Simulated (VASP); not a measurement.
Here is a VASP 6.6.1 calculation.

The input INCAR:

```
SYSTEM = TaSi2
PREC = Accurate
ENCUT = 600
EDIFF = 1E-6
ISMEAR = -1
SIGMA = 0.05
LREAL = .FALSE.
LASPH = .TRUE.
NELM = 80
ALGO = Normal
ISIF = 3
LWAVE = .FALSE.
LCHARG = .FALSE.
GGA = PS
IBRION = 2
NSW = 60
EDIFFG = -0.01
PSTRESS = 200.0
```

Contents of KPOINTS:

```
regular mesh
0
G
  5 5 3
  0 0 0
```

The input POSCAR:

```
TaSi2
1.0
    4.7839000000      0.0000000000      0.0000000000
   -2.3919500000      4.1429789292      0.0000000000
    0.0000000000      0.0000000000      6.5700000000
Ta Si
3 6
Direct
    0.0000000000      0.5000000000      0.3333333333
    0.5000000000      0.5000000000      0.6666666667
    0.5000000000      0.0000000000      0.0000000000
    0.3179400000      0.1589700000      0.3333333333
    0.1589700000      0.8410300000      0.6666666667
    0.8410300000      0.6820600000      0.0000000000
    0.6820600000      0.8410300000      0.3333333333
    0.8410300000      0.1589700000      0.6666666667
    0.1589700000      0.3179400000      0.0000000000
```

Potentials or basis: VASP PAW PBE potentials, release 64 (Ta_pv, Si).

The run is started by

```console
$ cat potpaw_PBE.64/Ta_pv/POTCAR potpaw_PBE.64/Si/POTCAR > POTCAR
$ mpirun -np 1 vasp_std > vasp.out
```

**Question.** Estimate the relaxed volume.

**Answer.** 13.16 Å³/atom.

**Question.** What does it give for the relaxed cell?

**Answer.** a = 4.620 Å, b = 4.620 Å, c = 6.406 Å, α = 90.00°, β = 90.00°, γ = 120.00°.

**Question.** Predict the space group after relaxing (to 0.05 Å).

**Answer.** P6_422 (No. 181).

Step by step:
```csv
step,energy change (eV),largest force (eV/Å),pressure (GPa),volume (Å³)
1,0.0000,0.0120,-1.86,130.21
2,8.3952,0.0549,105.87,96.44
3,0.4962,0.0034,18.05,119.42
4,0.5741,0.0033,19.57,118.76
5,0.6016,0.0032,20.09,118.53
6,0.6175,0.0795,20.20,118.34
7,0.6121,0.0634,20.16,118.38
8,0.5885,0.0218,19.72,118.56
9,0.5885,0.0219,19.72,118.56
10,0.6156,0.0185,20.22,118.34
11,0.6036,0.0008,20.01,118.44
```

Caveat: the cell is relaxed towards a set pressure, so the enthalpy falls and the energy may rise; the PAW data sets were made with another functional, which shifts forces and pressure a little.
